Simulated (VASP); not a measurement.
A run of VASP 6.6.1:

The input INCAR:

```
SYSTEM = AlN
PREC = Accurate ; ENCUT = 520
EDIFF = 1E-7 ; ISMEAR = 0
SIGMA = 0.01 ; LREAL = .False.
LASPH = .True. ; NELM = 80
ALGO = Normal ; ISIF = 2
LWAVE = .False. ; LCHARG = .True.
GGA = CA ; LELF = .True.
LVHAR = .True. ; NBANDS = 16
```

File KPOINTS:

```
regular mesh
0
Gamma
  8 8 4
  0 0 0
```

File POSCAR:

```
AlN
1.0
    3.0797840034      0.0000000000      0.0000000000
   -1.5398920017      2.6671711852      0.0000000000
    0.0000000000      0.0000000000      4.9256357561
Al N
2 2
Direct
    0.3333333333      0.6666666667     -0.0010809169
    0.6666666667      0.3333333333      0.4989190831
    0.3333333333      0.6666666667      0.3810809169
    0.6666666667      0.3333333333      0.8810809169
```

Potentials or basis: VASP PAW LDA potentials, release 64 (Al, N).

The run is started by

```bash
$ cat potpaw_LDA.64/Al/POTCAR potpaw_LDA.64/N/POTCAR > POTCAR
$ mpirun -np 1 vasp_std > vasp.out
```

Hardware: 1 thread of Intel(R) Xeon(R) 6975P-C (Granite Rapids) (shared host).

How long does it take, and how much memory?

It took 6.5 s on 1 thread of Intel(R) Xeon(R) 6975P-C (Granite Rapids), with other jobs on the host, peak memory 0.14 GiB. Counts: scf iterations 14, k points 30.
